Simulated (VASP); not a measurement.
# Pb (Im-3m) in VASP: a series of runs, part 2 of 2

VASP 6.6.1. The steps go on from the part before.

## (3) Single point, PBE

The input, INCAR:

```
PREC     = Accurate       # precision mode
ENCUT    = 520            # plane-wave cutoff, eV
EDIFF    = 1E-6           # SCF threshold, eV
ISMEAR   = 0              # smearing method
SIGMA    = 0.013000000000000001 # smearing width, eV
LREAL    = F              # projectors in reciprocal space
LASPH    = T              # aspherical terms in the spheres
NELM     = 80             # most SCF steps
ALGO     = Normal         # electronic algorithm
ISIF     = 2              # what is computed and relaxed
LWAVE    = F              # write WAVECAR
LCHARG   = F              # write CHGCAR
GGA      = PE             # functional
NBANDS   = 13             # bands
```

The input, KPOINTS:

```
regular mesh
0
Gamma
  9 9 9
```

The input, POSCAR:

```
Pb
1.0
   -1.9796595667      1.9796595667      1.9796595667
    1.9796595667     -1.9796595667      1.9796595667
    1.9796595667      1.9796595667     -1.9796595667
Pb
1
Direct
    0.0000000000      0.0000000000      0.0000000000
```

Potentials or basis: VASP PAW PBE potentials, release 64 (Pb_d).

Started as:

```bash
cat potpaw_PBE.64/Pb_d/POTCAR > POTCAR
mpirun -np 1 vasp_std > vasp.out
```

Wall time 6 s (1 thread of Intel Xeon 6975P-C, shared host); peak memory 0.16 GiB.

The run converged. Its results:

```
Free energy            : -3.5025 eV
Pressure               : 0.6 GPa
Band gap on the k mesh : zero (band 7 reaches 14.46 eV, above the bottom of band 8 at 5.02 eV)
```

Levels at points of the mesh, in eV from the Fermi level:
```tsv
k point	band 3	band 4	band 5	band 6	band 7	band 8	band 9	band 10	band 11	band 12
(0.00, 0.00, 0.00)	-17.26	-17.03	-17.03	-11.74	7.30	7.30	7.30	10.94	10.94	10.94
```

Caveat: spin-orbit coupling is left out, which moves the levels of the heavy elements.

## (4) Single point, PBE

The input, INCAR:

```
SYSTEM = Pb
ALGO = Normal
EDIFF = 1E-6
ENCUT = 520
GGA = PE
ISIF = 2
ISMEAR = 0
LASPH = .TRUE.
LCHARG = .TRUE.
LELF = .TRUE.
LREAL = .FALSE.
LVHAR = .TRUE.
LWAVE = .FALSE.
NBANDS = 13
NELM = 60
PREC = Accurate
SIGMA = 0.014
```

The input, KPOINTS:

```
k-points
0
G
  9 9 9
  0 0 0
```

POSCAR is that of step 3.

Started as:

```bash
cat potpaw_PBE.64/Pb_d/POTCAR > POTCAR
mpirun -np 1 vasp_std > vasp.out
```

Run time: 7.6 s. Hardware: 1 thread of Intel Xeon 6975P-C, shared host; peak memory 0.16 GiB.

Results (log left out):

```
Free energy            : -3.5025 eV
Pressure               : 0.6 GPa
Band gap on the k mesh : zero (band 7 reaches 14.46 eV, above the bottom of band 8 at 5.02 eV)
```

Levels at points of the mesh, in eV from the Fermi level:
```tsv
k point	band 4	band 5	band 6	band 7	band 8	band 9	band 10	band 11
(0.00, 0.00, 0.00)	-17.03	-17.03	-11.74	7.30	7.30	7.30	10.94	10.94
```

Caveat: spin-orbit coupling is left out, which moves the levels of the heavy elements.

## (5) Single point, PBE

The input, INCAR:

```
ALGO = Normal
EDIFF = 1E-6
ENCUT = 520
GGA = PE
ISIF = 2
ISMEAR = 0
LASPH = True
LCHARG = False
LREAL = False
LWAVE = False
NBANDS = 13
NELM = 100
PREC = Accurate
SIGMA = 0.015
```

The input, KPOINTS:

```
k-points
0
Gamma
  9 9 9
```

POSCAR is that of step 4.

Potentials or basis: VASP PAW PBE potentials, release 64 (Pb_d).

Started as:

```bash
cat potpaw_PBE.64/Pb_d/POTCAR > POTCAR
mpirun -np 1 vasp_std > vasp.out
```

OUTCAR:

```text
EDIFF = 1E-6
   ENCUT = 520
   GGA = PE
   ISIF = 2
   ISMEAR = 0
   LASPH = True
   LREAL = False
   NELM = 100
   PREC = Accurate

 ion  position               nearest neighbor table
   1  0.000  0.000  0.000-

  LATTYP: Found a body centered cubic cell.
 ALAT       =     3.9593191334

  Lattice vectors:

 A1 = (  -1.9796595667,   1.9796595667,   1.9796595667)
 A2 = (   1.9796595667,  -1.9796595667,   1.9796595667)
 A3 = (   1.9796595667,   1.9796595667,  -1.9796595667)

Analysis of symmetry for initial positions (statically):
=====================================================================
 Subroutine PRICEL returns:
 Original cell was already a primitive cell.

 Routine SETGRP: Setting up the symmetry group for a
 body centered cubic supercell.

 Subroutine GETGRP returns: Found 48 space group operations
 (whereof 48 operations were pure point group operations)
 out of a pool of 48 trial point group operations.

The static configuration has the point symmetry O_h .

Analysis of symmetry for dynamics (positions and initial velocities):
[... 160 lines left out ...]
 val. band max:        6.9588759515   @ k =   0.3333   0.2222   0.0000
 cond. band min:       7.1727925895   @ k =  -0.2222   0.3333   0.1111
 fundamental gap:      0.2139166380
 Fermi energy:         7.1544254998

 k-point     1 :       0.0000    0.0000    0.0000
  band No.  band energies     occupation
      1     -10.1023      2.00000
      2     -10.1023      2.00000
      3     -10.1023      2.00000
      4      -9.8776      2.00000
      5      -9.8776      2.00000
      6      -4.5831      2.00000
      7      14.4594      0.00000
      8      14.4594      0.00000
      9      14.4594      0.00000
     10      18.1002      0.00000
     11      18.1002      0.00000
     12      18.1002      0.00000
     13      18.5376      0.00000
[... 354 lines left out ...]
  band No.  band energies     occupation
      1     -10.0992      2.00000
      2     -10.0475      2.00000
      3      -9.9538      2.00000
      4      -9.8948      2.00000
      5      -9.7640      2.00000
      6      -0.3811      2.00000
      7       3.8496      2.00000
      8       7.7019      0.00000
      9      11.5273      0.00000
     10      15.7797      0.00000
     11      17.1891      0.00000
     12      17.9867      0.00000
     13      19.7351      0.00000

 [... further k-points ...]
[... 5 lines left out ...]
  --------------------------------------------------------------------------------------
  -------------------------------------------------------------------------------------
  Total        0.1254456      0.1254456      0.1254456      0.0000000     -0.0000000      0.0000000
  in kB        6.4764126      6.4764126      6.4764126      0.0000000     -0.0000000      0.0000000
  external PRESSURE =       6.4764126 kB  Pullay stress =       0.0000000 kB

 VOLUME and BASIS-vectors are now :
 -----------------------------------------------------------------------------
  energy-cutoff  :      520.00
  volume of cell :       31.03
      direct lattice vectors                 reciprocal lattice vectors
    -1.979659567  1.979659567  1.979659567     0.000000000  0.252568678  0.252568678
     1.979659567 -1.979659567  1.979659567     0.252568678  0.000000000  0.252568678
     1.979659567  1.979659567 -1.979659567     0.252568678  0.252568678  0.000000000

 POSITION                                       TOTAL-FORCE (eV/Angst)
 -----------------------------------------------------------------------------------
      0.00000      0.00000      0.00000        -0.000000      0.000000      0.000000
 -----------------------------------------------------------------------------------
    total drift:                               -0.000000     -0.000000     -0.000000

  FREE ENERGIE OF THE ION-ELECTRON SYSTEM (eV)
  ---------------------------------------------------
  free  energy   TOTEN  =        -3.5025504234 eV

  energy  without entropy=       -3.5024882147  energy(sigma->0) =       -3.50251932
```

OSZICAR:

```text
N       E                     dE             d eps       ncg     rms          rms(c)
DAV:   1     0.106358539914E+03    0.10636E+03   -0.70974E+03   920   0.124E+03
DAV:   2     0.157077128234E+01   -0.10479E+03   -0.10174E+03   965   0.311E+02
DAV:   3    -0.339667883890E+01   -0.49675E+01   -0.49548E+01  1120   0.735E+01
DAV:   4    -0.350990776937E+01   -0.11323E+00   -0.11321E+00  1094   0.119E+01
DAV:   5    -0.351485692963E+01   -0.49492E-02   -0.49490E-02  1240   0.228E+00    0.526E-01
DAV:   6    -0.350486705257E+01    0.99899E-02   -0.14133E-02  1163   0.208E+00    0.268E-01
DAV:   7    -0.350259200012E+01    0.22751E-02   -0.62392E-03  1153   0.128E+00    0.958E-02
DAV:   8    -0.350255104615E+01    0.40954E-04   -0.45086E-04  1199   0.328E-01    0.987E-03
DAV:   9    -0.350255083574E+01    0.21042E-06   -0.10112E-05  1325   0.493E-02    0.480E-03
DAV:  10    -0.350255042343E+01    0.41231E-06   -0.10690E-06  1062   0.104E-02
   1 F= -.35025504E+01 E0= -.35025193E+01  d E =-.622087E-04
```

Run time: 8.2 s. Hardware: 1 thread of Intel Xeon 6975P-C, shared host; peak memory 0.16 GiB.

What came out:

- Free energy: -3.5026 eV
- Pressure: 0.6 GPa
- Band gap on the k mesh: zero (band 7 reaches 14.46 eV, above the bottom of band 8 at 5.02 eV)

Caveat: spin-orbit coupling is left out, which moves the levels of the heavy elements.

## (6) Summary

```csv
level,smearing,gap on the mesh (eV),pressure (GPa)
BLYP,fermi-dirac 0.05 eV,none,4.5
PBE,gaussian 0.013 eV,none,0.6
PBE,gaussian 0.014 eV,none,0.6
PBE,gaussian 0.015 eV,none,0.6
```

Alike in all rows: task single point; potentials or basis VASP PAW PBE potentials, release 64 (Pb_d); no spin polarisation; cell as given; k mesh 9 × 9 × 9; cutoff (eV) 520.

Every run on the cell as given and a fine mesh finds a metal. The pressure there spans 0.6 GPa (PBE) to 4.5 GPa (BLYP); a positive pressure means that this level wants a larger cell, a negative one a smaller.

Caveats: spin-orbit coupling is left out, which moves the levels of the heavy elements; the PAW data sets were made with another functional, which shifts forces and pressure a little (some runs).

Total energies depend on the potentials used, so only differences within one code and one set of settings carry meaning.
